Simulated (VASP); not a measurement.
# C (Fd-3m) in VASP: a series of runs

Runs on C. Level: LDA. Tasks: single point.

Everything below comes from runs of VASP 6.6.1. Logs are shortened: lines on timing, memory, paths and dates and some standing lists are left out, and cuts for length are marked.

## Step 1: The cell of the first run

It takes space group Fd-3m (No. 227, cubic). Conventional cell: a = 3.567 Å, b = 3.567 Å, c = 3.567 Å, α = 90.00°, β = 90.00°, γ = 90.00°. C (site symmetry -43m) has 4 C at 1.54 Å within 2.1 Å.

## Step 2: Single point, LDA

Input file INCAR:

```
ALGO     = Normal         # electronic algorithm
EDIFF    = 1E-6           # SCF threshold, eV
ENCUT    = 910            # plane-wave cutoff, eV
GGA_COMPAT= False        
ISIF     = 2              # what is computed and relaxed
ISMEAR   = 0              # smearing method
LASPH    = True           # aspherical terms in the spheres
LCHARG   = False          # write CHGCAR
LREAL    = False          # projectors in reciprocal space
LWAVE    = False          # write WAVECAR
NBANDS   = 11             # bands
NELM     = 120            # most SCF steps
PREC     = Accurate       # precision mode
SIGMA    = 0.1            # smearing width, eV
```

Input file KPOINTS:

```
k-points
0
Gamma
  8 8 8
```

Input file POSCAR:

```
C
1.0
    0.0000000000      1.7834000000      1.7834000000
    1.7834000000      0.0000000000      1.7834000000
    1.7834000000      1.7834000000      0.0000000000
C
2
Direct
    0.5000000000      0.5000000000      0.5000000000
    0.7500000000      0.7500000000      0.7500000000
```

Potentials or basis: VASP PAW LDA potentials, release 64 (C_h).

On the command line:

```sh
> cat potpaw_LDA.64/C_h/POTCAR > POTCAR
> mpirun -np 1 vasp_std > vasp.out
```

OUTCAR:

```text
EDIFF = 1E-6
   ENCUT = 910
   ISIF = 2
   ISMEAR = 0
   LASPH = True
   LREAL = False
   NELM = 120
   PREC = Accurate

 ion  position               nearest neighbor table
   1  0.500  0.500  0.500-
   2  0.750  0.750  0.750-

  LATTYP: Found a face centered cubic cell.
 ALAT       =     3.5668000000

  Lattice vectors:

 A1 = (   0.0000000000,   1.7834000000,   1.7834000000)
 A2 = (   1.7834000000,   0.0000000000,   1.7834000000)
 A3 = (   1.7834000000,   1.7834000000,   0.0000000000)

Analysis of symmetry for initial positions (statically):
[... 5 lines left out ...]
 face centered cubic supercell.

 Subroutine GETGRP returns: Found 48 space group operations
 (whereof 24 operations were pure point group operations)
 out of a pool of 48 trial point group operations.

The static configuration has the point symmetry T_d .
 The point group associated with its full space group is O_h .

Analysis of symmetry for dynamics (positions and initial velocities):
[... 5 lines left out ...]
 face centered cubic supercell.

 Subroutine GETGRP returns: Found 48 space group operations
 (whereof 24 operations were pure point group operations)
 out of a pool of 48 trial point group operations.

The dynamic configuration has the point symmetry T_d .
 The point group associated with its full space group is O_h .

 Subroutine INISYM returns: Found 48 space group operations
 (whereof 24 operations are pure point group operations),
 and found     1 'primitive' translations

----------------------------------------------------------------------------------------

                                     Primitive cell

  volume of cell :      11.3443

  direct lattice vectors                    reciprocal lattice vectors
     0.000000000  1.783400000  1.783400000    -0.280363351  0.280363351  0.280363351
     1.783400000  0.000000000  1.783400000     0.280363351 -0.280363351  0.280363351
     1.783400000  1.783400000  0.000000000     0.280363351  0.280363351 -0.280363351

  length of vectors
     2.522108467  2.522108467  2.522108467     0.485603568  0.485603568  0.485603568

  position of ions in fractional coordinates (direct lattice)
     0.500000000  0.500000000  0.500000000
     0.750000000  0.750000000  0.750000000

  ion indices of the primitive-cell ions
   primitive index   ion index
                 1           1
                 2           2

----------------------------------------------------------------------------------------

 KPOINTS: k-points

Automatic generation of k-mesh.
 Grid dimensions read from file:
 generate k-points for:    8    8    8

[... 65 lines left out ...]
   EDIFFG = 0.1E-04   stopping-criterion for IOM
   NSW    =      0    number of steps for IOM
   IBRION =     -1    ionic relax: 0-MD 1-quasi-New 2-CG
   NFREE  =      0    steps in history (QN), initial steepest desc. (CG)
   ISIF   =      2    stress and relaxation
   ISYM   =      2    0-nonsym 1-usesym 2-fastsym
   POTIM  = 0.5000    time-step for ionic-motion
   TEBEG  =    0.0;   TEEND  =   0.0 temperature during run
   PSTRESS=    0.0 pullay stress
   NELECT =       8.0000    total number of electrons
   NUPDOWN=      -1.0000    fix difference up-down
   EMIN   =  10.00;   EMAX   =-10.00  energy-range for DOS
   EFERMI =   0.00;   METHOD = LEGACY
   ISMEAR =     0;   SIGMA  =   0.10  broadening in eV -4-tet -1-fermi 0-gaus
   EFERMI_NEDOS =   21; number of points for ismear=-14 and -15
   IALGO  =     38    algorithm
   IMIX   =      4    mixing-type and parameters
     AMIX     =   0.40;   BMIX     =  1.00
     AMIX_MAG =   1.60;   BMIX_MAG =  1.00
  volume/ion in A,a.u.               =       5.67        38.28
  Fermi-wavevector in a.u.,A,eV,Ry     =   1.457178  2.753668 28.890189  2.123369
  Thomas-Fermi vector in A             =   2.574010
   LORBIT       =      0    0 simple, 1 ext, 2 COOP (PROOUT), +10 PAW based schemes
   GGA     = CA    functional components
   LHFCALC =     F    Hartree Fock is set to
   AEXX    =    0.0000 exact exchange contribution
   IVDW    =     0    specifies the selected vdW correction
   LEPSILON=     F    determine dielectric tensor
   LRPA    =     F    only Hartree local field effects (RPA)
 non-spin polarized calculation
 Gauss-broadening in eV      SIGMA  =   0.10
  energy-cutoff  :      910.00
  volume of cell :       11.34
 maximum number of plane-waves:       725
 NGX is ok and might be reduce to    28
   NGX = 13   NGY = 13   NGZ = 13

 number of electron       8.0000000 magnetization

 Free energy of the ion-electron system (eV)
  ---------------------------------------------------
  ext. energy  EPLUGINS =         0.00000000
  ---------------------------------------------------
  free energy    TOTEN  =       -20.25457942 eV

  energy without entropy =      -20.25457942  energy(sigma->0) =      -20.25457942

 E-fermi :  11.4128     XC(G=0): -13.6496

 val. band max:       10.8657809667   @ k =   0.0000   0.0000   0.0000
 cond. band min:      14.9671737336   @ k =   0.3750   0.3750   0.0000
 fundamental gap:      4.1013927670
 Fermi energy:        11.4127708758

 k-point     1 :       0.0000    0.0000    0.0000
  band No.  band energies     occupation
      1     -10.4532      2.00000
      2      10.8658      2.00000
      3      10.8658      2.00000
      4      10.8658      2.00000
      5      16.4090      0.00000
      6      16.4090      0.00000
      7      16.4090      0.00000
      8      24.4148      0.00000
      9      29.8707      0.00000
     10      37.4851      0.00000
     11      37.4851      0.00000
[... 309 lines left out ...]
 k-point    24 :      -0.3750    0.2500    0.1250
  band No.  band energies     occupation
      1      -3.6103      2.00000
      2      -1.4646      2.00000
      3       4.6072      2.00000
      4       6.1774      2.00000
      5      19.0400      0.00000
      6      20.3172      0.00000
      7      23.8967      0.00000
      8      25.5768      0.00000
      9      28.9172      0.00000
     10      34.4754      0.00000
     11      36.9995      0.00000

 [... further k-points ...]
[... 5 lines left out ...]
  --------------------------------------------------------------------------------------
  -------------------------------------------------------------------------------------
  Total       -0.8862180     -0.8862180     -0.8862180      0.0000000     -0.0000000      0.0000000
  in kB     -125.1626870   -125.1626870   -125.1626870      0.0000000     -0.0000000      0.0000000
  external PRESSURE =    -125.1626870 kB  Pullay stress =       0.0000000 kB

 VOLUME and BASIS-vectors are now :
 -----------------------------------------------------------------------------
  energy-cutoff  :      910.00
  volume of cell :       11.34
      direct lattice vectors                 reciprocal lattice vectors
     0.000000000  1.783400000  1.783400000    -0.280363351  0.280363351  0.280363351
     1.783400000  0.000000000  1.783400000     0.280363351 -0.280363351  0.280363351
     1.783400000  1.783400000  0.000000000     0.280363351  0.280363351 -0.280363351

 POSITION                                       TOTAL-FORCE (eV/Angst)
 -----------------------------------------------------------------------------------
      1.78340      1.78340      1.78340        -0.000000     -0.000000     -0.000000
      2.67510      2.67510      2.67510         0.000000      0.000000      0.000000
 -----------------------------------------------------------------------------------
    total drift:                                0.000000      0.000000     -0.000000

  FREE ENERGIE OF THE ION-ELECTRON SYSTEM (eV)
  ---------------------------------------------------
  free  energy   TOTEN  =       -20.2545794248 eV

  energy  without entropy=      -20.2545794248  energy(sigma->0) =      -20.25457942
```

It took 7.5 s on 1 thread of AMD EPYC 7R13 (Zen 3), shared host; peak memory 0.1 GiB.

What came out:

```yaml
Free_energy: -20.2546 eV
Pressure: -12.5 GPa
Band_gap_on_the_k_mesh: 4.10 eV, indirect (least direct gap 5.54 eV)
```

Levels at points of the mesh, in eV from the valence-band top:
```tsv
k point	band 1	band 2	band 3	band 4	band 5	band 6	band 7	band 8	band 9
(0.00, 0.00, 0.00)	-21.32	0.00	0.00	0.00	5.54	5.54	5.54	13.55	19.00
(0.50, 0.00, 0.00)	-15.48	-13.36	-2.79	-2.79	8.38	8.38	9.01	15.40	21.51
(0.50, 0.50, 0.00)	-12.61	-12.61	-6.29	-6.29	4.71	4.71	16.62	16.62	22.91
```

Caveat: the cutoff is under 1.25 times the usual one of these potentials, so pressure, stress and relaxed cells hold a basis-set (Pulay) error.

## Step 3: Single point, LDA

This run uses another cell than the first one, of 5.51 Å³/atom, 0.971 times its volume.

Input file INCAR:

```
PREC = Accurate ; ENCUT = 910
EDIFF = 1E-6 ; ISMEAR = 0
SIGMA = 0.1 ; LREAL = F
LASPH = T ; NELM = 120
ALGO = Normal ; ISIF = 2
LWAVE = F ; LCHARG = F
GGA = CA ; NBANDS = 11
GGA_COMPAT = F
```

Input file KPOINTS:

```
Automatic mesh
0
Gamma
  10 10 10
```

Input file POSCAR:

```
C
1.0
    0.0000000000      1.7657489861      1.7657489861
    1.7657489861      0.0000000000      1.7657489861
    1.7657489861      1.7657489861      0.0000000000
C
2
Direct
    0.5000000000      0.5000000000      0.5000000000
    0.7500000000      0.7500000000      0.7500000000
```

Potentials or basis: VASP PAW LDA potentials, release 64 (C_h).

On the command line:

```sh
> cat potpaw_LDA.64/C_h/POTCAR > POTCAR
> mpirun -np 1 vasp_std > vasp.out
```

OUTCAR:

```text
PREC = Accurate
   ENCUT = 910
   EDIFF = 1E-6
   ISMEAR = 0
   LREAL = F
   LASPH = T
   NELM = 120
   ISIF = 2
   GGA = CA

 ion  position               nearest neighbor table
   1  0.500  0.500  0.500-
   2  0.750  0.750  0.750-

  LATTYP: Found a face centered cubic cell.
 ALAT       =     3.5314979722

  Lattice vectors:

 A1 = (   0.0000000000,   1.7657489861,   1.7657489861)
 A2 = (   1.7657489861,   0.0000000000,   1.7657489861)
 A3 = (   1.7657489861,   1.7657489861,   0.0000000000)

[... 511 lines left out ...]
      4       5.8335      2.00000
      5      16.1840      0.00000
      6      19.3924      0.00000
      7      25.6339      0.00000
      8      25.7413      0.00000
      9      33.4941      0.00000
     10      34.3315      0.00000
     11      42.4787      0.00000

 [... further k-points ...]
[... 5 lines left out ...]
  --------------------------------------------------------------------------------------
  -------------------------------------------------------------------------------------
  Total        0.0519735      0.0519735      0.0519735     -0.0000000      0.0000000      0.0000000
  in kB        7.5626800      7.5626800      7.5626800     -0.0000000      0.0000000      0.0000000
  external PRESSURE =       7.5626800 kB  Pullay stress =       0.0000000 kB

 VOLUME and BASIS-vectors are now :
 -----------------------------------------------------------------------------
  energy-cutoff  :      910.00
  volume of cell :       11.01
      direct lattice vectors                 reciprocal lattice vectors
     0.000000000  1.765748986  1.765748986    -0.283165956  0.283165956  0.283165956
     1.765748986  0.000000000  1.765748986     0.283165956 -0.283165956  0.283165956
     1.765748986  1.765748986  0.000000000     0.283165956  0.283165956 -0.283165956

 POSITION                                       TOTAL-FORCE (eV/Angst)
 -----------------------------------------------------------------------------------
      1.76575      1.76575      1.76575         0.000000      0.000000      0.000000
      2.64862      2.64862      2.64862        -0.000000     -0.000000     -0.000000
 -----------------------------------------------------------------------------------
    total drift:                                0.000000      0.000000     -0.000000

  FREE ENERGIE OF THE ION-ELECTRON SYSTEM (eV)
  ---------------------------------------------------
  free  energy   TOTEN  =       -20.2667144544 eV

  energy  without entropy=      -20.2667144544  energy(sigma->0) =      -20.26671445
```

It used 15 s of CPU time on 1 thread of AMD EPYC 7R13 Processor (Zen 3), on a shared host.

Results:

```
Free energy            : -20.2667 eV
Pressure               : 0.8 GPa
Band gap on the k mesh : 4.21 eV, indirect (least direct gap 5.63 eV)
```

Caveat: the cutoff is under 1.25 times the usual one of these potentials, so pressure, stress and relaxed cells hold a basis-set (Pulay) error.
